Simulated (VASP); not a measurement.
# Te (P3_121) in VASP: single point with PBE0

Aim: the single point of Te with PBE0.

All numbers are computed with VASP 6.6.1; they aren't measurements. Logs are shortened: lines on timing, memory, paths and dates and some standing lists are left out, and cuts for length are marked.

## Step 1: The cell of the first run

Symmetry: P3_121, No. 152, trigonal system. The conventional cell has a = 4.530 Å, b = 4.530 Å, c = 5.937 Å, α = 90.00°, β = 90.00°, γ = 120.00°. Within 3.8 Å of Te (site symmetry 2) lie 6 Te at 2.89 to 3.51 Å.

## Step 2: Single point, PBE0

File POSCAR:

```
Te
1.0
    4.5302708305      0.0000000000      0.0000000000
   -2.2651354153      3.9233296253      0.0000000000
    0.0000000000      0.0000000000      5.9374277414
Te
3
Direct
    0.2684005448      0.0000000000      0.3333333333
    1.0000000000      0.2684005448      0.6666666667
    0.7315994552      0.7315994552      0.0000000000
```

File INCAR.step1:

```
SYSTEM = Te
  ALGO = Normal
  EDIFF = 1E-5
  ENCUT = 520
  GGA = PE
  ISIF = 2
  ISMEAR = -1
  LASPH = .True.
  LCHARG = .False.
  LREAL = .False.
  LWAVE = .True.
  NBANDS = 16
  NELM = 100
  PREC = Accurate
  SIGMA = 0.1
```

File INCAR.step2:

```
SYSTEM = Te
  AEXX = 0.25
  ALGO = Normal
  EDIFF = 1E-6
  ENCUT = 520
  GGA = PE
  ISIF = 2
  ISMEAR = -1
  ISTART = 1
  LASPH = .True.
  LCHARG = .False.
  LHFCALC = .True.
  LREAL = .False.
  LWAVE = .False.
  NBANDS = 16
  NELM = 100
  PREC = Accurate
  PRECFOCK = Normal
  SIGMA = 0.1
```

File KPOINTS:

```
k-points
0
Gamma
  4 4 3
  0 0 0
```

Potentials or basis: VASP PAW PBE potentials, release 64 (Te).

Started as:

```console
cat potpaw_PBE.64/Te/POTCAR > POTCAR
cp INCAR.step1 INCAR
mpirun -np 1 vasp_std > vasp.out
cp INCAR.step2 INCAR
mpirun -np 1 vasp_std > vasp.out
```

OUTCAR:

```text
SYSTEM = Te
   AEXX = 0.25
   EDIFF = 1E-6
   ENCUT = 520
   GGA = PE
   ISIF = 2
   ISMEAR = -1
   ISTART = 1
   LASPH = .True.
   LHFCALC = .True.
   LREAL = .False.
   NELM = 100
   PREC = Accurate
   PRECFOCK = Normal

 ion  position               nearest neighbor table
   1  0.268  0.000  0.333-   3 2.89   2 2.89   3 3.51   3 3.51   2 3.51   2 3.51
   2  0.000  0.268  0.667-   3 2.89   1 2.89   3 3.51   3 3.51   1 3.51   1 3.51
   3  0.732  0.732  0.000-   1 2.89   2 2.89   2 3.51   1 3.51   2 3.51   1 3.51

  LATTYP: Found a hexagonal cell.
 ALAT       =     4.5302708305
 C/A-ratio  =     1.3106120944

  Lattice vectors:

 A1 = (   4.5302708305,   0.0000000000,   0.0000000000)
 A2 = (  -2.2651354153,   3.9233296253,   0.0000000000)
 A3 = (   0.0000000000,   0.0000000000,   5.9374277414)

Analysis of symmetry for initial positions (statically):
=====================================================================
 Subroutine PRICEL returns:
 Original cell was already a primitive cell.

 Routine SETGRP: Setting up the symmetry group for a
 hexagonal supercell.

 Subroutine GETGRP returns: Found  6 space group operations
 (whereof  2 operations were pure point group operations)
 out of a pool of 24 trial point group operations.

The static configuration has the point symmetry C_2 .
 The point group associated with its full space group is D_3 .

Analysis of symmetry for dynamics (positions and initial velocities):
=====================================================================
 Subroutine PRICEL returns:
 Original cell was already a primitive cell.

 Routine SETGRP: Setting up the symmetry group for a
 hexagonal supercell.

 Subroutine GETGRP returns: Found  6 space group operations
 (whereof  2 operations were pure point group operations)
 out of a pool of 24 trial point group operations.

The dynamic configuration has the point symmetry C_2 .
 The point group associated with its full space group is D_3 .

 Subroutine INISYM returns: Found  6 space group operations
 (whereof  2 operations are pure point group operations),
 and found     1 'primitive' translations

----------------------------------------------------------------------------------------

                                     Primitive cell

  volume of cell :     105.5303

  direct lattice vectors                    reciprocal lattice vectors
     4.530270831  0.000000000  0.000000000     0.220737355  0.127442771  0.000000000
    -2.265135415  3.923329625  0.000000000     0.000000000  0.254885543  0.000000000
     0.000000000  0.000000000  5.937427741     0.000000000  0.000000000  0.168423102

  length of vectors
     4.530270831  4.530270831  5.937427741     0.254885543  0.254885543  0.168423102

  position of ions in fractional coordinates (direct lattice)
     0.268400545  0.000000000  0.333333333
     0.000000000  0.268400545  0.666666667
     0.731599455  0.731599455  0.000000000

  ion indices of the primitive-cell ions
   primitive index   ion index
                 1           1
                 2           2
                 3           3

----------------------------------------------------------------------------------------

 KPOINTS: k-points

Automatic generation of k-mesh.
 Grid dimensions read from file:
 generate k-points for:    4    4    3

 Generating k-lattice:

  Cartesian coordinates                     Fractional coordinates (reciprocal lattice)
     0.055184339  0.031860693  0.000000000     0.250000000  0.000000000  0.000000000
     0.000000000  0.063721386  0.000000000     0.000000000  0.250000000  0.000000000
     0.000000000  0.000000000  0.056141034     0.000000000  0.000000000  0.333333333

  Length of vectors
     0.063721386  0.063721386  0.056141034

  Shift w.r.t. Gamma in fractional coordinates (k-lattice)
     0.000000000  0.000000000  0.000000000

 Subroutine IBZKPT returns following result:
 ===========================================

 Found      9 irreducible k-points:

 Following reciprocal coordinates:
            Coordinates               Weight
  0.000000  0.000000  0.000000      1.000000
  0.250000  0.000000  0.000000      6.000000
  0.500000  0.000000  0.000000      3.000000
  0.250000  0.250000  0.000000      6.000000
  0.000000  0.000000  0.333333      2.000000
  0.250000  0.000000  0.333333      6.000000
  0.000000  0.250000  0.333333      6.000000
  0.500000  0.000000  0.333333      6.000000
  0.250000  0.250000  0.333333     12.000000
   k-points           NKPTS =      9   k-points in BZ     NKDIM =     48   number of bands    NBANDS=     16
   number of dos      NEDOS =    301   number of ions     NIONS =      3
   total plane-waves  NPLWV =  62208
   dimension x,y,z NGX =    36 NGY =   36 NGZ =   48
   dimension x,y,z NGXF=    72 NGYF=   72 NGZF=   96
   ions per type =               3
   NGX,Y,Z   is equivalent  to a cutoff of  13.21, 13.21, 13.44 a.u.
   NGXF,Y,Z  is equivalent  to a cutoff of  26.42, 26.42, 26.88 a.u.
 SYSTEM =  Te
   PREC   = accura    normal or accurate (medium, high low for compatibility)
   ISTART =      1    job   : 0-new  1-cont  2-samecut
   ICHARG =      0    charge: 1-file 2-atom 10-const
   ISPIN  =      1    spin polarized calculation?
   LNONCOLLINEAR =      F non collinear calculations
   LSORBIT =      F    spin-orbit coupling
   LASPH  =      T    aspherical Exc in radial PAW
   ENCUT  =  520.0 eV  38.22 Ry    6.18 a.u.   8.42  8.42 11.04*2*pi/ulx,y,z
   NELM   =    100;   NELMIN=  2; NELMDL=  0     # of ELM steps
   EDIFF  = 0.1E-05   stopping-criterion for ELM
   LREAL  =      F    real-space projection
   EDIFFG = 0.1E-04   stopping-criterion for IOM
   NSW    =      0    number of steps for IOM
   IBRION =     -1    ionic relax: 0-MD 1-quasi-New 2-CG
   NFREE  =      0    steps in history (QN), initial steepest desc. (CG)
   ISIF   =      2    stress and relaxation
   ISYM   =      3    0-nonsym 1-usesym 2-fastsym
   POTIM  = 0.5000    time-step for ionic-motion
   TEBEG  =    0.0;   TEEND  =   0.0 temperature during run
   PSTRESS=    0.0 pullay stress
   NELECT =      18.0000    total number of electrons
   NUPDOWN=      -1.0000    fix difference up-down
   EMIN   =  10.00;   EMAX   =-10.00  energy-range for DOS
   EFERMI =   0.00;   METHOD = LEGACY
   ISMEAR =    -1;   SIGMA  =   0.10  broadening in eV -4-tet -1-fermi 0-gaus
   EFERMI_NEDOS =   21; number of points for ismear=-14 and -15
   IALGO  =     38    algorithm
   IMIX   =      1    mixing-type and parameters
     AMIX     =   0.40;   BMIX     =  1.00
     AMIX_MAG =   1.60;   BMIX_MAG =  1.00
  volume/ion in A,a.u.               =      35.18       237.38
  Fermi-wavevector in a.u.,A,eV,Ry     =   0.907904  1.715690 11.215140  0.824290
  Thomas-Fermi vector in A             =   2.031767
   LORBIT       =      0    0 simple, 1 ext, 2 COOP (PROOUT), +10 PAW based schemes
   GGA     = PE    functional components
   LHFCALC =     T    Hartree Fock is set to
   PRECFOCK=normal    Normal, Fast or Accurate (Low or Medium for compatibility)
   ENCUT4O =  -1.0   cutoff for four orbital integrals eV
   NKREDX  =     1    reduce k-point grid by
   NKREDY  =     1    reduce k-point grid by
   NKREDZ  =     1    reduce k-point grid by
   AEXX    =    0.2500 exact exchange contribution
   HFSCREEN=    0.0000 screening length (either q_TF or 0.3 A-1)
   HFSCREENC=   0.0000 screening length for correlation (either q_TF or 0.3 A-1)
   ENCUTFOCK=  -1.0 apply spherical cutoff to Coloumb kernel
   IVDW    =     0    specifies the selected vdW correction
   LEPSILON=     F    determine dielectric tensor
   LRPA    =     F    only Hartree local field effects (RPA)
 non-spin polarized calculation
  energy-cutoff  :      520.00
  volume of cell :      105.53
 maximum number of plane-waves:      2873
 NGX is ok and might be reduce to    36
  NGX = 28; NGY = 28; NGZ = 36

 number of electron      17.9999999 magnetization

 Free energy of the ion-electron system (eV)
  ---------------------------------------------------
  ext. energy  EPLUGINS =         0.00000000
  ---------------------------------------------------
  free energy    TOTEN  =       -13.35020351 eV

  energy without entropy =      -13.35015096  energy(sigma->0) =      -13.35017723

 E-fermi :   5.5375     XC(G=0):  -7.0765

 val. band max:        4.5396311557   @ k =   0.2500   0.2500   0.3333
 cond. band min:       6.4290313132   @ k =   0.0000   0.0000   0.3333
 fundamental gap:      1.8894001575
 Fermi energy:         5.5374933301

 k-point     1 :       0.0000    0.0000    0.0000
  band No.  band energies     occupation
      1      -9.9505      2.00000
      2      -6.4121      2.00000
      3      -6.4121      2.00000
      4       1.4909      2.00000
      5       1.8566      2.00000
      6       1.8566      2.00000
[... 8 lines left out ...]
     15      11.8969      0.00000
     16      12.5536      0.00000

 k-point     2 :       0.2500    0.0000    0.0000
  band No.  band energies     occupation
      1      -9.5312      2.00000
      2      -6.6315      2.00000
      3      -6.3151      2.00000
      4      -0.1369      2.00000
      5       0.6601      2.00000
      6       1.1125      2.00000
[... 8 lines left out ...]
     15      12.6936      0.00000
     16      13.4718      0.00000

 k-point     3 :       0.5000    0.0000    0.0000
  band No.  band energies     occupation
      1      -8.8635      2.00000
      2      -7.2195      2.00000
      3      -6.2007      2.00000
      4      -0.3665      2.00000
      5       0.1084      2.00000
      6       0.9081      2.00000
[... 8 lines left out ...]
     15      14.8847      0.00000
     16      15.2060      0.00000
[... 77 lines left out ...]
 k-point     8 :       0.5000    0.0000    0.3333
  band No.  band energies     occupation
      1      -8.5638      2.00000
      2      -7.6932      2.00000
      3      -6.1114      2.00000
      4      -1.0865      2.00000
      5       0.3516      2.00000
      6       0.9832      2.00000
[... 8 lines left out ...]
     15      14.5988      0.00000
     16      14.8618      0.00000

 k-point     9 :       0.2500    0.2500    0.3333
  band No.  band energies     occupation
      1      -8.5757      2.00000
      2      -7.7049      2.00000
      3      -6.0445      2.00000
      4      -0.7475      2.00000
      5      -0.1944      2.00000
      6       0.4353      2.00000
[... 8 lines left out ...]
     15      13.0164      0.00000
     16      13.8629      0.00000

------------------------ aborting loop because EDIFF is reached ----------------------------------------

  FORCE on cell =-STRESS in cart. coord.  units (eV):
  Direction    XX          YY          ZZ          XY          YZ          ZX
  --------------------------------------------------------------------------------------
  -------------------------------------------------------------------------------------
  Total       -1.0914643     -1.0914643     -2.1105862      0.0000000      0.0000000      0.0000000
  in kB      -16.5707755    -16.5707755    -32.0432361      0.0000000      0.0000000      0.0000000
  external PRESSURE =     -21.7282624 kB  Pullay stress =       0.0000000 kB

 VOLUME and BASIS-vectors are now :
 -----------------------------------------------------------------------------
  energy-cutoff  :      520.00
  volume of cell :      105.53
      direct lattice vectors                 reciprocal lattice vectors
     4.530270831  0.000000000  0.000000000     0.220737355  0.127442771  0.000000000
    -2.265135415  3.923329625  0.000000000     0.000000000  0.254885543  0.000000000
     0.000000000  0.000000000  5.937427741     0.000000000  0.000000000  0.168423102

 POSITION                                       TOTAL-FORCE (eV/Angst)
 -----------------------------------------------------------------------------------
      1.21593      0.00000      1.97914        -0.561629     -0.000000      0.000000
     -0.60796      1.05302      3.95829         0.280814     -0.486385     -0.000000
      1.65717      2.87031      0.00000         0.280814      0.486385     -0.000000
 -----------------------------------------------------------------------------------
    total drift:                               -0.000002     -0.000002      0.000000

  FREE ENERGIE OF THE ION-ELECTRON SYSTEM (eV)
  ---------------------------------------------------
  free  energy   TOTEN  =       -13.3502035132 eV

  energy  without entropy=      -13.3501509556  energy(sigma->0) =      -13.35017723
```

Wall time 20 min (1 thread of AMD EPYC 7R43 (Zen 3), shared host); peak memory 0.22 GiB.

What came out:

* Free energy: -13.3502 eV
* Pressure: -2.2 GPa
* Largest force: 0.562 eV/Å
* Band gap on the k mesh: 1.89 eV (least direct gap 2.15 eV)

Forces on the atoms (eV/Å):
```
Te  -0.562  0.000  0.000
Te   0.281 -0.486  0.000
Te   0.281  0.486  0.000
```

Levels at points of the mesh, in eV from the valence-band top:
```
           k point  band 5  band 6  band 7  band 8  band 9  band 10  band 11  band 12  band 13  band 14
(0.00, 0.00, 0.00)   -2.68   -2.68   -1.61   -1.61   -0.72     2.45     2.45     3.07     6.64     6.64
(0.50, 0.00, 0.00)   -4.43   -3.63   -3.48   -0.82   -0.64     2.25     2.34     4.57     5.32     9.01
```

Caveat: the PAW data sets were made with another functional, which shifts forces and pressure a little; spin-orbit coupling is left out, which moves the levels of the heavy elements.
